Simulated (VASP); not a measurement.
Wanted: the native input for a VASP 6.6.1 run.

* Task: single point
* Functional: PBE
* Potentials or basis: VASP PAW PBE potentials, release 64 (Al, N)
* Cutoff: 520 eV
* k mesh: 12 × 12 × 6
* Occupations: gaussian, width 0.05 eV
* Spin: no spin polarisation
* Dipole correction: no
* Further INCAR settings: ALGO = Normal; EDIFF = 1e-07; NBANDS = 16

The structure of AlN lies in POSCAR:

```
AlN
1.0
    3.0176720870      0.0000000000      0.0000000000
   -1.5088360435      2.6133806877      0.0000000000
    0.0000000000      0.0000000000      4.9780000000
Al N
2 2
Direct
    0.3333333333      0.6666666667      0.0000000000
    0.6666666667      0.3333333333      0.5000000000
    0.3333333333      0.6666666667      0.3850000000
    0.6666666667      0.3333333333      0.8850000000
```

This cell differs from its parent crystal: strain -0.030 along x and y, +0.000 along z.

The input as run:

INCAR

```
SYSTEM = AlN
  PREC = Accurate
  ENCUT = 520
  EDIFF = 1E-7
  ISMEAR = 0
  SIGMA = 0.05
  LREAL = .FALSE.
  LASPH = .TRUE.
  NELM = 80
  ALGO = Normal
  ISIF = 2
  LWAVE = .FALSE.
  LCHARG = .FALSE.
  GGA = PE
  NBANDS = 16
```

KPOINTS

```
Automatic mesh
0
G
  12 12 6
  0 0 0
```

Potentials or basis: VASP PAW PBE potentials, release 64 (Al, N).

Run with:

```console
$ cat potpaw_PBE.64/Al/POTCAR potpaw_PBE.64/N/POTCAR > POTCAR
$ mpirun -np 1 vasp_std > vasp.out
```

Results of the run:

```
Pressure               : 19.0 GPa
Largest force          : 0.604 eV/Å
Band gap on the k mesh : 4.78 eV, direct
```

Caveat: the cell differs from its parent crystal (strain -0.030 along x and y, +0.000 along z).

Run time: 25 s on 1 thread of Intel(R) Xeon(R) 6975P-C (Granite Rapids), with other jobs on the host, peak memory 0.17 GiB.
